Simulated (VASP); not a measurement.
# W2F3 (P6/mmm) in VASP: relaxation of cell and atoms with PBE

Aim: the relaxation of cell and atoms of W2F3 with PBE.

Program: VASP 6.6.1. These are calculated values, not measurements. Logs are shortened: lines on timing, memory, paths and dates and some standing lists are left out, and cuts for length are marked.

## 1. The cell of the first run

The structure is hexagonal, space group P6/mmm (No. 191). The conventional cell has a = 4.530 Å, b = 4.530 Å, c = 4.053 Å, α = 90.00°, β = 90.00°, γ = 120.00°. Within 2.7 Å of W (site symmetry -6m2) lie 5 F at 2.03 to 2.62 Å and 3 W at 2.62 Å. Within 3.5 Å of F (site symmetry 6/mmm) lie 6 W at 2.62 Å and 12 F at 3.31 Å. Within 2.7 Å of F (site symmetry -6m2) lie 2 W at 2.03 Å and 3 F at 2.62 Å.

## 2. Relaxation of cell and atoms, PBE

File INCAR:

```
SYSTEM = W2F3
PREC     = Accurate       ! precision mode
ENCUT    = 600            ! plane-wave cutoff, eV
EDIFF    = 1E-7           ! SCF threshold, eV
ISMEAR   = 0              ! smearing method
SIGMA    = 0.1            ! smearing width, eV
LREAL    = .False.        ! projectors in reciprocal space
LASPH    = .True.         ! aspherical terms in the spheres
NELM     = 80             ! most SCF steps
ALGO     = Normal         ! electronic algorithm
ISIF     = 3              ! what is computed and relaxed
LWAVE    = .False.        ! write WAVECAR
LCHARG   = .False.        ! write CHGCAR
GGA      = PE             ! functional
IBRION   = 2              ! ionic algorithm
NSW      = 100            ! ionic steps
EDIFFG   = -0.01          ! ionic threshold
```

File KPOINTS:

```
regular mesh
0
Gamma
  12 12 10
  0 0 0
```

File POSCAR:

```
W2F3
1.0
    4.5301658348      0.0000000000      0.0000000000
   -2.2650829174      3.9232386963      0.0000000000
    0.0000000000      0.0000000000      4.0528523494
W F
2 3
Direct
    0.3333333333      0.6666666667      0.0000000000
    0.6666666667      0.3333333333      0.0000000000
    0.0000000000      0.0000000000      0.0000000000
    0.3333333333      0.6666666667      0.5000000000
    0.6666666667      0.3333333333      0.5000000000
```

Potentials or basis: VASP PAW PBE potentials, release 64 (W_sv, F).

Started as:

```sh
> cat potpaw_PBE.64/W_sv/POTCAR potpaw_PBE.64/F/POTCAR > POTCAR
> mpirun -np 1 vasp_std > vasp.out
```

OUTCAR:

```text
SYSTEM = W2F3
   PREC = Accurate
   ENCUT = 600
   EDIFF = 1E-7
   ISMEAR = 0
   LREAL = .False.
   LASPH = .True.
   NELM = 80
   ISIF = 3
   GGA = PE
   IBRION = 2
   NSW = 100
   EDIFFG = -0.01

 ion  position               nearest neighbor table
   1  0.333  0.667  0.000-   4 2.03   4 2.03   2 2.62   3 2.62   2 2.62   3 2.62   3 2.62   2 2.62

   2  0.667  0.333  0.000-   5 2.03   5 2.03   1 2.62   3 2.62   1 2.62   3 2.62   3 2.62   1 2.62

   3  0.000  0.000  0.000-   1 2.62   2 2.62   2 2.62   1 2.62   2 2.62   1 2.62
   4  0.333  0.667  0.500-   1 2.03   1 2.03
   5  0.667  0.333  0.500-   2 2.03   2 2.03

  LATTYP: Found a hexagonal cell.
 ALAT       =     4.5301658348
 C/A-ratio  =     0.8946366418

  Lattice vectors:

 A1 = (   4.5301658348,   0.0000000000,   0.0000000000)
 A2 = (  -2.2650829174,   3.9232386963,   0.0000000000)
 A3 = (   0.0000000000,   0.0000000000,   4.0528523494)

Analysis of symmetry for initial positions (statically):
=====================================================================
 Subroutine PRICEL returns:
 Original cell was already a primitive cell.

 Routine SETGRP: Setting up the symmetry group for a
 hexagonal supercell.

 Subroutine GETGRP returns: Found 24 space group operations
 (whereof 24 operations were pure point group operations)
 out of a pool of 24 trial point group operations.

The static configuration has the point symmetry D_6h.

Analysis of symmetry for dynamics (positions and initial velocities):
=====================================================================
 Subroutine PRICEL returns:
 Original cell was already a primitive cell.

 Routine SETGRP: Setting up the symmetry group for a
 hexagonal supercell.

 Subroutine GETGRP returns: Found 24 space group operations
 (whereof 24 operations were pure point group operations)
 out of a pool of 24 trial point group operations.

The dynamic configuration has the point symmetry D_6h.

 Subroutine INISYM returns: Found 24 space group operations
 (whereof 24 operations are pure point group operations),
 and found     1 'primitive' translations

----------------------------------------------------------------------------------------
[... 97 lines left out ...]
   ENCUT  =  600.0 eV  44.10 Ry    6.64 a.u.   9.05  9.05  8.09*2*pi/ulx,y,z
   NELM   =     80;   NELMIN=  2; NELMDL= -5     # of ELM steps
   EDIFF  = 0.1E-06   stopping-criterion for ELM
   LREAL  =      F    real-space projection
   EDIFFG = -.1E-01   stopping-criterion for IOM
   NSW    =    100    number of steps for IOM
   IBRION =      2    ionic relax: 0-MD 1-quasi-New 2-CG
   NFREE  =      1    steps in history (QN), initial steepest desc. (CG)
   ISIF   =      3    stress and relaxation
   ISYM   =      2    0-nonsym 1-usesym 2-fastsym
   POTIM  = 0.5000    time-step for ionic-motion
   TEBEG  =    0.0;   TEEND  =   0.0 temperature during run
   PSTRESS=    0.0 pullay stress
   NELECT =      49.0000    total number of electrons
   NUPDOWN=      -1.0000    fix difference up-down
   EMIN   =  10.00;   EMAX   =-10.00  energy-range for DOS
   EFERMI =   0.00;   METHOD = LEGACY
   ISMEAR =     0;   SIGMA  =   0.10  broadening in eV -4-tet -1-fermi 0-gaus
   EFERMI_NEDOS =   21; number of points for ismear=-14 and -15
   IALGO  =     38    algorithm
   IMIX   =      4    mixing-type and parameters
     AMIX     =   0.40;   BMIX     =  1.00
     AMIX_MAG =   1.60;   BMIX_MAG =  1.00
  volume/ion in A,a.u.               =      14.41        97.22
  Fermi-wavevector in a.u.,A,eV,Ry     =   1.439794  2.720816 28.204964  2.073006
  Thomas-Fermi vector in A             =   2.558610
   LORBIT       =      0    0 simple, 1 ext, 2 COOP (PROOUT), +10 PAW based schemes
   GGA     = PE    functional components
   LHFCALC =     F    Hartree Fock is set to
   AEXX    =    0.0000 exact exchange contribution
   IVDW    =     0    specifies the selected vdW correction
   LEPSILON=     F    determine dielectric tensor
   LRPA    =     F    only Hartree local field effects (RPA)
 conjugate gradient relaxation of ions
 non-spin polarized calculation
 Gauss-broadening in eV      SIGMA  =   0.10
  energy-cutoff  :      600.00
  volume of cell :       72.03
 maximum number of plane-waves:      2439
   NGX = 19   NGY = 19   NGZ = 17

--------------------------------------- Ionic step        1  -------------------------------------------

 number of electron      49.0000036 magnetization

 Free energy of the ion-electron system (eV)
  ---------------------------------------------------
  ext. energy  EPLUGINS =         0.00000000
  ---------------------------------------------------
  free energy    TOTEN  =       -35.93465344 eV

  energy without entropy =      -35.92307278  energy(sigma->0) =      -35.92886311

------------------------ aborting loop because EDIFF is reached ----------------------------------------

  FORCE on cell =-STRESS in cart. coord.  units (eV):
  Direction    XX          YY          ZZ          XY          YZ          ZX
  --------------------------------------------------------------------------------------
  -------------------------------------------------------------------------------------
  Total       -0.1517283     -0.1517283      1.3791740      0.0000000      0.0000000      0.0000000
  in kB       -3.3748729     -3.3748729     30.6767990      0.0000000      0.0000000      0.0000000
  external PRESSURE =       7.9756844 kB  Pullay stress =       0.0000000 kB
[... 143 lines left out ...]
--------------------------------------- Ionic step        5  -------------------------------------------

 number of electron      49.0000040 magnetization

 Free energy of the ion-electron system (eV)
  ---------------------------------------------------
  ext. energy  EPLUGINS =         0.00000000
  ---------------------------------------------------
  free energy    TOTEN  =       -35.93831826 eV

  energy without entropy =      -35.92643443  energy(sigma->0) =      -35.93237635

 E-fermi :   5.2832     XC(G=0): -10.7015

 val. band max:        5.2805533866   @ k =   0.4167   0.1667   0.5000
 cond. band min:       5.2900762195   @ k =   0.3333   0.0000   0.5000
 fundamental gap:      0.0095228330
 Fermi energy:         5.2831645286

 k-point     1 :       0.0000    0.0000    0.0000
  band No.  band energies     occupation
      1     -68.9001      2.00000
      2     -68.7474      2.00000
      3     -33.6254      2.00000
      4     -33.4078      2.00000
      5     -33.2782      2.00000
      6     -33.2782      2.00000
[... 757 lines left out ...]
     28       7.4712      0.00000
     29       8.0582      0.00000

 [... further k-points ...]
[... 5 lines left out ...]
  --------------------------------------------------------------------------------------
  -------------------------------------------------------------------------------------
  Total        0.0359629      0.0359629      0.0338573      0.0000000     -0.0000000      0.0000000
  in kB        0.7980589      0.7980589      0.7513331      0.0000000     -0.0000000      0.0000000
  external PRESSURE =       0.7824836 kB  Pullay stress =       0.0000000 kB
[... 20 lines left out ...]
  FREE ENERGIE OF THE ION-ELECTRON SYSTEM (eV)
  ---------------------------------------------------
  free  energy   TOTEN  =       -35.9383182624 eV

  energy  without entropy=      -35.9264344298  energy(sigma->0) =      -35.93237635

 reached required accuracy - stopping structural energy minimisation
```

OSZICAR:

```text
N       E                     dE             d eps       ncg     rms          rms(c)
DAV:   1     0.601271027234E+03    0.60127E+03   -0.31059E+04  6732   0.199E+03
DAV:   2     0.485833455707E+01   -0.59641E+03   -0.57787E+03  7348   0.565E+02
DAV:   3    -0.373432869960E+02   -0.42202E+02   -0.41062E+02  7766   0.142E+02
[... 45 lines left out ...]
DAV:   3    -0.359383359518E+02    0.20186E-03   -0.42614E-04  7494   0.179E-01    0.463E-02
DAV:   4    -0.359383173423E+02    0.18610E-04   -0.66361E-05  8020   0.572E-02    0.401E-02
DAV:   5    -0.359383182120E+02   -0.86974E-06   -0.95095E-06  7170   0.231E-02    0.368E-03
DAV:   6    -0.359383183139E+02   -0.10195E-06   -0.21028E-06  8359   0.114E-02    0.133E-03
DAV:   7    -0.359383182624E+02    0.51534E-07   -0.10725E-07  4127   0.296E-03
   5 F= -.35938318E+02 E0= -.35932376E+02  d E =-.445744E-04
```

Wall time 4.5 min (1 thread of Intel Xeon 6975P-C (Granite Rapids), shared host); peak memory 0.37 GiB.

What came out:

| Item | Value |
| --- | --- |
| Free energy | -35.9383 eV |
| Relaxed volume | 14.44 Å³/atom |
| Relaxed cell | a = 4.524 Å, b = 4.524 Å, c = 4.073 Å, α = 90.00°, β = 90.00°, γ = 120.00° |
| Space group after relaxing (to 0.05 Å) | P6/mmm (No. 191) |
| Energy gained by relaxing | 0.7 meV/atom |
| Ionic steps | 5 |
| Pressure after relaxing | 0.1 GPa |

Step by step:
```
step  energy change (eV)  largest force (eV/Å)  pressure (GPa)  volume (Å³)
   1              0.0000                0.0000            0.80        72.03
   2              0.0049                0.0000           -1.53        72.78
   3             -0.0036                0.0000           -0.16        72.32
   4             -0.0036                0.0000           -0.14        72.32
   5             -0.0037                0.0000            0.08        72.20
```

Final structure:
```xyz
5
Lattice="4.5241 0.0000 0.0000 -2.2621 3.9180 0.0000 0.0000 0.0000 4.0732" Properties=species:S:1:pos:R:3 pbc="T T T"
W     0.0000    2.6120    0.0000
W     2.2621    1.3060    4.0732
F     0.0000    0.0000    0.0000
F     0.0000    2.6120    2.0366
F     2.2621    1.3060    2.0366
```

Caveat: spin-orbit coupling is left out, which moves the levels of the heavy elements; an odd number of electrons without spin polarisation forces a metal; a magnetic or distorted state may lie lower.
